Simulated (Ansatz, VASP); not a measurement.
ScVS3 in VASP and in Ansatz

```xyz
5
Lattice="4.5638 0.0000 0.0000 0.0000 4.5638 0.0000 0.0000 0.0000 4.5638" Properties=species:S:1:pos:R:3 pbc="T T T"
Sc    2.2819    2.2819    2.2819
V     0.0000    0.0000    0.0000
S     2.2819    0.0000    0.0000
S     0.0000    2.2819    0.0000
S     0.0000    0.0000    2.2819
```

Alike in both runs: functional PBE; k mesh 8 × 8 × 8; occupations gaussian, width 0.1 eV; collinear spin.

Ansatz relaxed the structure, and its values are those at the end. VASP's run is a single point on that final structure, the one shown.

|  | VASP | Ansatz |
| --- | --- | --- |
| version | VASP 6.6.1 | Ansatz 0.2.0 |
| potentials or method | VASP PAW PBE potentials, release 64 (Sc_sv, V_sv, S), cutoff 520 eV | scalar-relativistic, plane waves, PAW |
| valence electrons in the cell | 42 | 42 |

```csv
,VASP,Ansatz,Ansatz less VASP
gap on the k mesh at the Fermi level (eV),none,none,-
pressure (GPa),0.0,0.0,-0.01
net moment per atom (μB),0.24,0.24,-0.002
size of the moment on the site where the two differ most (μB),0.86,0.76,-0.102
```

Site moments also hang on the region over which each program counts them. A gap of «none» marks a metal or a gap that the smearing closes.
